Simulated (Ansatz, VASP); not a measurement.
**One calculation of PbSe, two programs**

Contents of INCAR:

```
SYSTEM = PbSe
PREC = Accurate ; ENCUT = 600
EDIFF = 1E-7 ; ISMEAR = -1
SIGMA = 0.05 ; LREAL = .False.
LASPH = .True. ; NELM = 60
ALGO = Normal ; ISIF = 3
LWAVE = .False. ; LCHARG = .False.
GGA = RE ; IBRION = 2
NSW = 60 ; EDIFFG = -0.01
```

KPOINTS

```
Automatic mesh
0
Gamma
  7 7 7
  0 0 0
```

Contents of POSCAR:

```
PbSe
1.0
    3.7843220000      0.0000000000      0.0000000000
    0.0000000000      3.7843220000      0.0000000000
    0.0000000000      0.0000000000      3.7843220000
Pb Se
1 1
Direct
    0.0000000000      0.0000000000      0.0000000000
    0.5000000000      0.5000000000      0.5000000000
```

File input.yaml:

```yaml
crystal:
  lattice:
    - [3.784322, 0.0, 0.0]
    - [0.0, 3.784322, 0.0]
    - [0.0, 0.0, 3.784322]
  atoms:
    - { symbol: Pb, position: [0.0, 0.0, 0.0] }
    - { symbol: Se, position: [0.5, 0.5, 0.5] }
hamiltonian:
  xc: revpbe
  pseudopotentials: { kind: paw }
kpoints:
  mp_grid: { grid: [7, 7, 7] }
scf:
  occupations: { method: fermi_dirac, width: 0.05 }
output:
  forces: true
  stress: true
  eigenvalues: true
  write_density: true
  write_potential: true
  elf: true
  volumetric_format: npy
relax:
  f_tol: 0.01
  max_steps: 40
  cell: { stress_tol: 0.05 }
```

Alike in both runs: task relaxation of cell and atoms; functional revPBE; k mesh 7 × 7 × 7; occupations fermi-dirac, width 0.05 eV; no spin polarisation.

```csv
,VASP,Ansatz
version,VASP 6.6.1,Ansatz 0.2.0
potentials or method,"VASP PAW PBE potentials, release 64 (Pb_d, Se)",Ansatz PAW
plane-wave cutoff (eV),600,420
valence electrons in the cell,20,30
```

```csv
,VASP,Ansatz,Ansatz less VASP
"gap on the k mesh at the Fermi level, each at its own relaxed structure (eV)",none,none,-
relaxed volume (Å³/atom),27.81,27.81,-0.001
relaxed cell length with the largest relative difference (Å),3.817,3.817,0.0000
```

VASP's potentials were made for PBE, not for revPBE. A gap of «none» marks a metal or a gap that the smearing closes. VASP's potentials hold 20 valence electrons a cell and Ansatz's 30, so a difference there can come from the potentials and not from the codes.

Spin-orbit coupling is off throughout. Noted on Ansatz's run: the plane-wave basis is chosen anew once the cell has moved, so the energies of steps on either side of that aren't comparable.
